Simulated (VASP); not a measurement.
# Al (I4/mmm) in VASP: notebook, part 2 of 2

VASP 6.6.1.

## (3) Single point, PBEsol (strain -0.030 along x and y, +0.030 along z)

INCAR

```
PREC = Accurate
ENCUT = 520
EDIFF = 1E-6
ISMEAR = 0
SIGMA = 0.15
LREAL = False
LASPH = True
NELM = 100
ALGO = Fast
ISIF = 2
LWAVE = False
LCHARG = True
GGA = PS
LELF = True
LVHAR = True
NBANDS = 8
```

KPOINTS

```
regular mesh
0
Gamma
  20 20 20
```

POSCAR

```
Al
1.0
    0.0000000000      1.9632606000      2.0846994000
    1.9632606000      0.0000000000      2.0846994000
    1.9632606000      1.9632606000      0.0000000000
Al
1
Direct
    0.0000000000      0.0000000000      0.0000000000
```

Potentials or basis: VASP PAW PBE potentials, release 64 (Al).

The run is started by

```
$ cat potpaw_PBE.64/Al/POTCAR > POTCAR
$ mpirun -np 1 vasp_std > vasp.out
```

OUTCAR:

```text
PREC = Accurate
   ENCUT = 520
   EDIFF = 1E-6
   ISMEAR = 0
   LREAL = False
   LASPH = True
   NELM = 100
   ISIF = 2
   GGA = PS

 ion  position               nearest neighbor table
   1  0.000  0.000  0.000-

  LATTYP: Found a body centered tetragonal cell.
 ALAT       =     2.7764697670
 C/A-ratio  =     1.5016906899

  Lattice vectors:

 A1 = (  -1.9632606000,   0.0000000000,   2.0846994000)
 A2 = (   1.9632606000,   0.0000000000,   2.0846994000)
 A3 = (   0.0000000000,   1.9632606000,  -2.0846994000)

Analysis of symmetry for initial positions (statically):
=====================================================================
 Subroutine PRICEL returns:
 Original cell was already a primitive cell.

 Routine SETGRP: Setting up the symmetry group for a
 body centered tetragonal supercell.

 Subroutine GETGRP returns: Found 16 space group operations
 (whereof 16 operations were pure point group operations)
 out of a pool of 16 trial point group operations.

The static configuration has the point symmetry D_4h.

Analysis of symmetry for dynamics (positions and initial velocities):
=====================================================================
 Subroutine PRICEL returns:
 Original cell was already a primitive cell.

 Routine SETGRP: Setting up the symmetry group for a
 body centered tetragonal supercell.

 Subroutine GETGRP returns: Found 16 space group operations
 (whereof 16 operations were pure point group operations)
 out of a pool of 16 trial point group operations.

The dynamic configuration has the point symmetry D_4h.

 Subroutine INISYM returns: Found 16 space group operations
 (whereof 16 operations are pure point group operations),
 and found     1 'primitive' translations

----------------------------------------------------------------------------------------

                                     Primitive cell

  volume of cell :      16.0705

[... 103 lines left out ...]
   IALGO  =     68    algorithm
   IMIX   =      4    mixing-type and parameters
     AMIX     =   0.40;   BMIX     =  1.00
     AMIX_MAG =   1.60;   BMIX_MAG =  1.00
  volume/ion in A,a.u.               =      16.07       108.45
  Fermi-wavevector in a.u.,A,eV,Ry     =   0.935633  1.768090 11.910661  0.875409
  Thomas-Fermi vector in A             =   2.062560
   LORBIT       =      0    0 simple, 1 ext, 2 COOP (PROOUT), +10 PAW based schemes
   GGA     = PS    functional components
   LHFCALC =     F    Hartree Fock is set to
   AEXX    =    0.0000 exact exchange contribution
   IVDW    =     0    specifies the selected vdW correction
   LEPSILON=     F    determine dielectric tensor
   LRPA    =     F    only Hartree local field effects (RPA)
 non-spin polarized calculation
 RMM-DIIS sequential band-by-band and
 Gauss-broadening in eV      SIGMA  =   0.15
  energy-cutoff  :      520.00
  volume of cell :       16.07
 maximum number of plane-waves:       445
 NGX is ok and might be reduce to    24
   NGX = 11   NGY = 11   NGZ = 11

 number of electron       3.0000000 magnetization

 Free energy of the ion-electron system (eV)
  ---------------------------------------------------
  ext. energy  EPLUGINS =         0.00000000
  ---------------------------------------------------
  free energy    TOTEN  =        -4.08700630 eV

  energy without entropy =       -4.08262387  energy(sigma->0) =       -4.08481508

 E-fermi :   8.2251     XC(G=0): -10.3533

 val. band max:        8.2210762987   @ k =  -0.2000   0.4000   0.2000
 cond. band min:       8.2337782443   @ k =  -0.3000   0.2000   0.5000
 fundamental gap:      0.0127019456
 Fermi energy:         8.2250705217

 k-point     1 :       0.0000    0.0000    0.0000
  band No.  band energies     occupation
      1      -3.0859      2.00000
      2      20.5621      0.00000
      3      21.2396      0.00000
      4      21.2396      0.00000
      5      22.6269      0.00000
      6      22.6269      0.00000
      7      22.7927      0.00000
      8      24.9609      0.00000
[... 243 lines left out ...]
 k-point    24 :      -0.3500    0.0500    0.0000
  band No.  band energies     occupation
      1       0.6988      2.00000
      2       7.6043      2.00000
      3      16.8987      0.00000
      4      20.8458      0.00000
      5      21.2222      0.00000
      6      21.4653      0.00000
      7      23.7483      0.00000
      8      25.3696      0.00000

 [... further k-points ...]
[... 5 lines left out ...]
  --------------------------------------------------------------------------------------
  -------------------------------------------------------------------------------------
  Total        0.2142314      0.2142314     -0.1720039      0.0000000     -0.0000000     -0.0000000
  in kB       21.3581831     21.3581831    -17.1482350      0.0000000     -0.0000000     -0.0000000
  external PRESSURE =       8.5227104 kB  Pullay stress =       0.0000000 kB

 VOLUME and BASIS-vectors are now :
 -----------------------------------------------------------------------------
  energy-cutoff  :      520.00
  volume of cell :       16.07
      direct lattice vectors                 reciprocal lattice vectors
     0.000000000  1.963260600  2.084699400    -0.254678365  0.254678365  0.239842732
     1.963260600  0.000000000  2.084699400     0.254678365 -0.254678365  0.239842732
     1.963260600  1.963260600  0.000000000     0.254678365  0.254678365 -0.239842732

 POSITION                                       TOTAL-FORCE (eV/Angst)
 -----------------------------------------------------------------------------------
      0.00000      0.00000      0.00000         0.000000      0.000000      0.000000
 -----------------------------------------------------------------------------------
    total drift:                               -0.000000      0.000000     -0.000000

  FREE ENERGIE OF THE ION-ELECTRON SYSTEM (eV)
  ---------------------------------------------------
  free  energy   TOTEN  =        -4.0870062964 eV

  energy  without entropy=       -4.0826238701  energy(sigma->0) =       -4.08481508
```

OSZICAR:

```text
N       E                     dE             d eps       ncg     rms          rms(c)
DAV:   1    -0.265598285437E+01   -0.26560E+01   -0.86535E+02 10288   0.204E+02
DAV:   2    -0.410882759873E+01   -0.14528E+01   -0.13975E+01 14600   0.190E+01
DAV:   3    -0.411569925044E+01   -0.68717E-02   -0.68667E-02 13160   0.148E+00
DAV:   4    -0.411571587190E+01   -0.16621E-04   -0.16621E-04 15944   0.639E-02
DAV:   5    -0.411571590511E+01   -0.33211E-07   -0.33252E-07 13488   0.167E-03    0.144E+00
RMM:   6    -0.409857957030E+01    0.17136E-01   -0.13443E-03 10271   0.181E-01    0.831E-01
RMM:   7    -0.408698742562E+01    0.11592E-01   -0.40601E-03 12069   0.307E-01    0.139E-01
RMM:   8    -0.408700376510E+01   -0.16339E-04   -0.23950E-04 11495   0.924E-02    0.320E-02
RMM:   9    -0.408700755916E+01   -0.37941E-05   -0.34565E-05 11864   0.373E-02    0.156E-02
RMM:  10    -0.408700608246E+01    0.14767E-05   -0.53479E-06 12052   0.138E-02    0.302E-02
RMM:  11    -0.408700629636E+01   -0.21390E-06   -0.10625E-06 10407   0.609E-03
   1 F= -.40870063E+01 E0= -.40848151E+01  d E =-.438243E-02
```

Wall time 2 min (1 thread of AMD EPYC 7R43 (Zen 3), shared host); peak memory 0.14 GiB.

What came out:

```
Free energy : -4.0870 eV
Pressure    : 0.9 GPa
```

Stress tensor (GPa, compression positive):
```
 2.14  0.00  0.00
 0.00  2.14  0.00
 0.00  0.00 -1.71
```

Levels at points of the mesh, in eV from the Fermi level:
```csv
k point,band 1,band 2,band 3,band 4,band 5
"(0.00, 0.00, 0.00)",-11.31,12.34,13.01,13.01,14.40
"(0.50, 0.00, 0.00)",-4.69,-4.40,10.74,10.78,12.26
"(0.50, 0.50, 0.00)",-3.53,-2.43,5.74,6.48,6.48
"(0.50, 0.00, 0.50)",-2.68,-1.20,5.07,5.16,5.59
```

Caveat: the cell differs from its parent crystal (strain -0.030 along x and y, +0.030 along z); the PAW data sets were made with another functional, which shifts forces and pressure a little.

## (4) Single point, PBEsol (strain +0.000 along x and y, -0.030 along z)

INCAR

```
ALGO = Fast ; EDIFF = 1E-6
ENCUT = 520 ; GGA = PS
ISIF = 2 ; ISMEAR = 0
LASPH = True ; LCHARG = False
LREAL = False ; LWAVE = False
NBANDS = 8 ; NELM = 60
PREC = Accurate ; SIGMA = 0.15
```

KPOINTS

```
k-points
0
Gamma
  20 20 20
```

POSCAR

```
Al
1.0
    0.0000000000      2.0239800000      1.9632606000
    2.0239800000      0.0000000000      1.9632606000
    2.0239800000      2.0239800000      0.0000000000
Al
1
Direct
    0.0000000000      0.0000000000      0.0000000000
```

The run is started by

```
$ cat potpaw_PBE.64/Al/POTCAR > POTCAR
$ mpirun -np 1 vasp_std > vasp.out
```

Run time: 1.8 min. Hardware: 1 thread of AMD EPYC 7R43 (Zen 3), shared host; peak memory 0.14 GiB.

The run converged. Its results:

- Free energy: -4.0931 eV
- Pressure: 0.6 GPa

Stress tensor (GPa, compression positive):
```
0.23 0.00 0.00
0.00 0.23 0.00
0.00 0.00 1.37
```

Levels at points of the mesh, in eV from the Fermi level:
| k point | band 1 | band 2 | band 3 | band 4 | band 5 | band 6 |
| --- | --- | --- | --- | --- | --- | --- |
| (0.00, 0.00, 0.00) | -11.33 | 12.62 | 12.62 | 12.95 | 14.34 | 14.44 |
| (0.50, 0.00, 0.00) | -4.72 | -4.43 | 11.19 | 11.27 | 11.84 | 11.95 |
| (0.50, 0.50, 0.00) | -2.69 | -1.21 | 5.00 | 5.31 | 5.31 | 8.90 |
| (0.50, 0.00, 0.50) | -3.15 | -1.84 | 5.37 | 5.78 | 5.99 | 9.47 |

Caveat: the cell differs from its parent crystal (strain +0.000 along x and y, -0.030 along z); the PAW data sets were made with another functional, which shifts forces and pressure a little.

## (5) Overview

```csv
cell,further INCAR settings,gap on the mesh (eV),pressure (GPa)
"a = 2.842, b = 2.842, c = 2.776 Å, angles 60.8, 60.8, 58.5°, 1 atom",ALGO = Fast; EDIFF = 1e-07; NBANDS = 8,none,2.0
"a = 2.864, b = 2.864, c = 2.776 Å, angles 61.0, 61.0, 58.0°, 1 atom",ALGO = Fast; EDIFF = 1e-06; NBANDS = 8,none,0.9
"a = 2.820, b = 2.820, c = 2.862 Å, angles 59.5, 59.5, 61.0°, 1 atom",ALGO = Fast; EDIFF = 1e-06; NBANDS = 8,none,0.6
```

Alike in all rows: task single point; level PBEsol; potentials or basis VASP PAW PBE potentials, release 64 (Al); no spin polarisation; k mesh 20 × 20 × 20; cutoff (eV) 520; smearing gaussian 0.15 eV.

Caveats: the PAW data sets were made with another functional, which shifts forces and pressure a little.

Absolute energies hang on the potentials; compare differences alone.
